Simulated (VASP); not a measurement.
# Al (Cmcm) in VASP: single point with PBE

Aim: the single point of Al with PBE.

Program: VASP 6.6.1. These are calculated values, not measurements. Logs are shortened: lines on timing, memory, paths and dates and some standing lists are left out, and cuts for length are marked.

### Step 1. The cell of the first run

The structure is orthorhombic, space group Cmcm (No. 63). Conventional cell: a = 4.040 Å, b = 4.040 Å, c = 4.040 Å, α = 90.00°, β = 90.00°, γ = 90.00°. Al (site symmetry m2m) has 12 Al at 2.79 to 2.93 Å within 3.7 Å.

### Step 2. Single point, PBE

Contents of INCAR:

```
ALGO     = Normal         # electronic algorithm
EDIFF    = 1E-6           # SCF threshold, eV
ENCUT    = 500            # plane-wave cutoff, eV
GGA      = PE             # functional
GGA_COMPAT= False        
ISIF     = 2              # what is computed and relaxed
ISMEAR   = -1             # smearing method
LASPH    = True           # aspherical terms in the spheres
LCHARG   = True           # write CHGCAR
LELF     = True           # ELF
LREAL    = False          # projectors in reciprocal space
LVHAR    = True         
LWAVE    = False          # write WAVECAR
NBANDS   = 10             # bands
NELM     = 120            # most SCF steps
PREC     = Accurate       # precision mode
SIGMA    = 0.1            # smearing width, eV
```

Contents of KPOINTS:

```
k-points
0
Gamma
  4 8 8
```

Contents of POSCAR:

```
Al
1.0
    0.0000000000      4.0400000000      4.0400000000
    2.0200000000      0.0000000000      2.0200000000
    2.0200000000      0.0000000000     -2.0200000000
Al
2
Direct
   -0.2500000000     -0.0123762376     -0.5123762376
    0.2500000000      0.0123762376     -0.4876237624
```

Potentials or basis: VASP PAW PBE potentials, release 64 (Al).

Command:

```
$ cat potpaw_PBE.64/Al/POTCAR > POTCAR
$ mpirun -np 1 vasp_std > vasp.out
```

OUTCAR:

```text
EDIFF = 1E-6
   ENCUT = 500
   GGA = PE
   ISIF = 2
   ISMEAR = -1
   LASPH = True
   LREAL = False
   NELM = 120
   PREC = Accurate

 ion  position               nearest neighbor table
   1  0.750  0.988  0.488-   2 2.79   2 2.79   2 2.86   2 2.86   2 2.86   2 2.86   2 2.93   2 2.93

   2  0.250  0.012  0.512-   1 2.79   1 2.79   1 2.86   1 2.86   1 2.86   1 2.86   1 2.93   1 2.93

  LATTYP: Found a simple tetragonal cell.
 ALAT       =     2.8567113960
 C/A-ratio  =     1.4142135624

  Lattice vectors:

 A1 = (   2.0200000000,   0.0000000000,   2.0200000000)
 A2 = (   2.0200000000,   0.0000000000,  -2.0200000000)
 A3 = (   0.0000000000,   4.0400000000,   0.0000000000)

Analysis of symmetry for initial positions (statically):
=====================================================================
 Subroutine PRICEL returns:
 Original cell was already a primitive cell.

 Routine SETGRP: Setting up the symmetry group for a
 simple tetragonal supercell.

 Subroutine GETGRP returns: Found  8 space group operations
 (whereof  4 operations were pure point group operations)
 out of a pool of 16 trial point group operations.

The static configuration has the point symmetry C_2h.
 The point group associated with its full space group is D_2h.

Analysis of symmetry for dynamics (positions and initial velocities):
=====================================================================
 Subroutine PRICEL returns:
 Original cell was already a primitive cell.

 Routine SETGRP: Setting up the symmetry group for a
 simple tetragonal supercell.

 Subroutine GETGRP returns: Found  8 space group operations
 (whereof  4 operations were pure point group operations)
 out of a pool of 16 trial point group operations.

The dynamic configuration has the point symmetry C_2h.
 The point group associated with its full space group is D_2h.

 Subroutine INISYM returns: Found  8 space group operations
 (whereof  4 operations are pure point group operations),
 and found     1 'primitive' translations

----------------------------------------------------------------------------------------

                                     Primitive cell

  volume of cell :      32.9696

  direct lattice vectors                    reciprocal lattice vectors
     0.000000000  4.040000000  4.040000000     0.000000000  0.247524752  0.000000000
     2.020000000  0.000000000  2.020000000     0.247524752 -0.247524752  0.247524752
     2.020000000  0.000000000 -2.020000000     0.247524752  0.247524752 -0.247524752

  length of vectors
     5.713422792  2.856711396  2.856711396     0.247524752  0.428725447  0.428725447

  position of ions in fractional coordinates (direct lattice)
     0.750000000  0.987623762  0.487623762
     0.250000000  0.012376238  0.512376238

  ion indices of the primitive-cell ions
   primitive index   ion index
                 1           1
                 2           2

----------------------------------------------------------------------------------------

 KPOINTS: k-points

Automatic generation of k-mesh.
 Grid dimensions read from file:
 generate k-points for:    4    8    8

 Generating k-lattice:

  Cartesian coordinates                     Fractional coordinates (reciprocal lattice)
     0.000000000  0.061881188  0.000000000     0.250000000  0.000000000  0.000000000
     0.030940594 -0.030940594  0.030940594     0.000000000  0.125000000  0.000000000
     0.030940594  0.030940594 -0.030940594     0.000000000  0.000000000  0.125000000

  Length of vectors
     0.061881188  0.053590681  0.053590681

  Shift w.r.t. Gamma in fractional coordinates (k-lattice)
     0.000000000  0.000000000  0.000000000

 Subroutine IBZKPT returns following result:
 ===========================================

 Found     55 irreducible k-points:

 Following reciprocal coordinates:
            Coordinates               Weight
  0.000000  0.000000  0.000000      1.000000
  0.250000  0.000000  0.000000      2.000000
  0.500000  0.000000  0.000000      1.000000
  0.000000  0.125000  0.000000      8.000000
  0.500000  0.125000  0.000000      8.000000
  0.000000  0.250000  0.000000      8.000000
[... 16 lines left out ...]
  0.000000 -0.125000  0.250000      8.000000
  0.000000  0.375000  0.125000      8.000000
 [... further k-points ...]
   k-points           NKPTS =     55   k-points in BZ     NKDIM =     55   number of bands    NBANDS=     10
   number of dos      NEDOS =    301   number of ions     NIONS =      2
   total plane-waves  NPLWV =  24192
   dimension x,y,z NGX =    42 NGY =   24 NGZ =   24
   dimension x,y,z NGXF=    84 NGYF=   48 NGZF=   48
   ions per type =               2
   NGX,Y,Z   is equivalent  to a cutoff of  12.22, 13.97, 13.97 a.u.
   NGXF,Y,Z  is equivalent  to a cutoff of  24.44, 27.93, 27.93 a.u.
 SYSTEM =  unknown system
   PREC   = accura    normal or accurate (medium, high low for compatibility)
   ISTART =      0    job   : 0-new  1-cont  2-samecut
   ICHARG =      2    charge: 1-file 2-atom 10-const
   ISPIN  =      1    spin polarized calculation?
   LNONCOLLINEAR =      F non collinear calculations
   LSORBIT =      F    spin-orbit coupling
   LASPH  =      T    aspherical Exc in radial PAW
   ENCUT  =  500.0 eV  36.75 Ry    6.06 a.u.  10.42  5.21  5.21*2*pi/ulx,y,z
   NELM   =    120;   NELMIN=  2; NELMDL= -5     # of ELM steps
   EDIFF  = 0.1E-05   stopping-criterion for ELM
   LREAL  =      F    real-space projection
   EDIFFG = 0.1E-04   stopping-criterion for IOM
   NSW    =      0    number of steps for IOM
   IBRION =     -1    ionic relax: 0-MD 1-quasi-New 2-CG
   NFREE  =      0    steps in history (QN), initial steepest desc. (CG)
   ISIF   =      2    stress and relaxation
   ISYM   =      2    0-nonsym 1-usesym 2-fastsym
   POTIM  = 0.5000    time-step for ionic-motion
   TEBEG  =    0.0;   TEEND  =   0.0 temperature during run
   PSTRESS=    0.0 pullay stress
   NELECT =       6.0000    total number of electrons
   NUPDOWN=      -1.0000    fix difference up-down
   EMIN   =  10.00;   EMAX   =-10.00  energy-range for DOS
   EFERMI =   0.00;   METHOD = LEGACY
   ISMEAR =    -1;   SIGMA  =   0.10  broadening in eV -4-tet -1-fermi 0-gaus
   EFERMI_NEDOS =   21; number of points for ismear=-14 and -15
   IALGO  =     38    algorithm
   IMIX   =      4    mixing-type and parameters
     AMIX     =   0.40;   BMIX     =  1.00
     AMIX_MAG =   1.60;   BMIX_MAG =  1.00
  volume/ion in A,a.u.               =      16.48       111.25
  Fermi-wavevector in a.u.,A,eV,Ry     =   0.927728  1.753151 11.710246  0.860679
  Thomas-Fermi vector in A             =   2.053828
   LORBIT       =      0    0 simple, 1 ext, 2 COOP (PROOUT), +10 PAW based schemes
   GGA     = PE    functional components
   LHFCALC =     F    Hartree Fock is set to
   AEXX    =    0.0000 exact exchange contribution
   IVDW    =     0    specifies the selected vdW correction
   LEPSILON=     F    determine dielectric tensor
   LRPA    =     F    only Hartree local field effects (RPA)
 non-spin polarized calculation
  energy-cutoff  :      500.00
  volume of cell :       32.97
 maximum number of plane-waves:       888
 NGX is ok and might be reduce to    42
   NGX = 21   NGY = 11   NGZ = 11

 number of electron       6.0000000 magnetization

 Free energy of the ion-electron system (eV)
  ---------------------------------------------------
  ext. energy  EPLUGINS =         0.00000000
  ---------------------------------------------------
  free energy    TOTEN  =        -7.48556695 eV

  energy without entropy =       -7.46120047  energy(sigma->0) =       -7.47338371

 E-fermi :   7.9653     XC(G=0): -10.1979

 val. band max:        7.6874613655   @ k =  -0.2500  -0.2500   0.2500
 cond. band min:       8.0423116815   @ k =   0.2500   0.5000   0.1250
 fundamental gap:      0.3548503160
 Fermi energy:         7.9652742735

 k-point     1 :       0.0000    0.0000    0.0000
  band No.  band energies     occupation
      1      -3.1315      2.00000
      2       5.0805      2.00000
      3       6.4089      2.00000
      4      13.2691      0.00000
      5      13.6068      0.00000
      6      13.6144      0.00000
      7      17.0352      0.00000
      8      20.6349      0.00000
      9      20.6463      0.00000
     10      20.6539      0.00000

 k-point     2 :       0.2500    0.0000    0.0000
  band No.  band energies     occupation
      1      -2.5657      2.00000
      2       1.8735      2.00000
      3      10.5945      0.00000
      4      13.8264      0.00000
      5      14.0876      0.00000
      6      14.0932      0.00000
      7      17.4398      0.00000
      8      17.9366      0.00000
      9      18.0787      0.00000
     10      18.1707      0.00000

 k-point     3 :       0.5000    0.0000    0.0000
  band No.  band energies     occupation
      1      -0.8821      2.00000
      2      -0.8821      2.00000
      3      15.4114      0.00000
      4      15.4114      0.00000
      5      15.5007      0.00000
      6      15.5007      0.00000
      7      15.6150      0.00000
      8      15.6150      0.00000
      9      16.3030      0.00000
     10      16.3030      0.00000

 k-point     4 :       0.0000    0.1250    0.0000
  band No.  band energies     occupation
      1      -2.7070      2.00000
      2       3.8767      2.00000
      3       8.3806      0.03095
      4      10.2229      0.00000
      5      13.9713      0.00000
      6      15.3136      0.00000
      7      16.3442      0.00000
      8      19.3964      0.00000
      9      19.6942      0.00000
     10      19.7880      0.00000
[... 222 lines left out ...]
 k-point    22 :       0.5000    0.2500    0.1250
  band No.  band energies     occupation
      1      -0.4644      2.00000
      2       1.7421      2.00000
      3       8.1448      0.28479
      4      10.2454      0.00000
      5      12.5898      0.00000
      6      14.5298      0.00000
      7      14.7547      0.00000
      8      19.8008      0.00000
      9      20.7667      0.00000
     10      21.7330      0.00000

 k-point    23 :       0.0000   -0.1250    0.2500
  band No.  band energies     occupation
      1      -0.4643      2.00000
      2       1.7422      2.00000
      3       8.1443      0.28602
      4      10.2396      0.00000
      5      12.5959      0.00000
      6      14.5632      0.00000
      7      14.7276      0.00000
      8      19.7849      0.00000
      9      20.7831      0.00000
     10      21.7429      0.00000

 k-point    24 :       0.0000    0.3750    0.1250
  band No.  band energies     occupation
      1       0.2285      2.00000
      2       4.4584      2.00000
      3       4.7218      2.00000
      4       8.8436      0.00031
      5      12.9745      0.00000
      6      13.4683      0.00000
      7      16.5141      0.00000
      8      17.2500      0.00000
      9      18.2191      0.00000
     10      21.3173      0.00000

 [... further k-points ...]
[... 5 lines left out ...]
  --------------------------------------------------------------------------------------
  -------------------------------------------------------------------------------------
  Total        0.0684427      0.1216969      0.0077791     -0.0000000      0.0000000      0.0000000
  in kB        3.3260088      5.9139260      0.3780285     -0.0000000      0.0000000      0.0000000
  external PRESSURE =       3.2059878 kB  Pullay stress =       0.0000000 kB

 VOLUME and BASIS-vectors are now :
 -----------------------------------------------------------------------------
  energy-cutoff  :      500.00
  volume of cell :       32.97
      direct lattice vectors                 reciprocal lattice vectors
     0.000000000  4.040000000  4.040000000     0.000000000  0.247524752  0.000000000
     2.020000000  0.000000000  2.020000000     0.247524752 -0.247524752  0.247524752
     2.020000000  0.000000000 -2.020000000     0.247524752  0.247524752 -0.247524752

 POSITION                                       TOTAL-FORCE (eV/Angst)
 -----------------------------------------------------------------------------------
      2.98000      3.03000      4.04000         0.184669     -0.000000      0.000000
      1.06000      1.01000      0.00000        -0.184669      0.000000      0.000000
 -----------------------------------------------------------------------------------
    total drift:                                0.000000     -0.000000     -0.000000

  FREE ENERGIE OF THE ION-ELECTRON SYSTEM (eV)
  ---------------------------------------------------
  free  energy   TOTEN  =        -7.4855669503 eV

  energy  without entropy=       -7.4612004734  energy(sigma->0) =       -7.47338371
```

Run time: 39 s. Hardware: 1 thread of Intel Xeon 8259CL, shared host; peak memory 0.16 GiB.

What came out:

- Free energy: -7.4856 eV
- Pressure: 0.3 GPa
- Largest force: 0.185 eV/Å
- Band gap on the k mesh: zero (band 3 reaches 15.41 eV, above the bottom of band 4 at 3.66 eV)

Forces on the atoms (eV/Å):
```
Al   0.185  0.000  0.000
Al  -0.185  0.000  0.000
```

Stress tensor (GPa, compression positive):
```
0.33 0.00 0.00
0.00 0.59 0.00
0.00 0.00 0.04
```

Levels at points of the mesh, in eV from the Fermi level:
```csv
k point,band 1,band 2,band 3,band 4,band 5,band 6,band 7
"(0.00, 0.00, 0.00)",-11.10,-2.88,-1.56,5.30,5.64,5.65,9.07
"(0.50, 0.00, 0.00)",-8.85,-8.85,7.45,7.45,7.54,7.54,7.65
"(0.00, 0.50, 0.00)",-4.58,-4.58,-4.31,-4.31,11.30,11.30,11.47
"(0.50, 0.50, 0.00)",-6.71,-6.55,1.13,1.43,2.79,2.80,9.43
"(0.00, 0.50, 0.50)",-2.90,-2.88,-1.57,-1.54,5.09,5.30,5.64
"(0.50, 0.50, 0.50)",-0.83,-0.83,-0.80,-0.80,0.25,0.25,1.15
```

Caveat: the k points lie up to 0.39 Å⁻¹ apart.
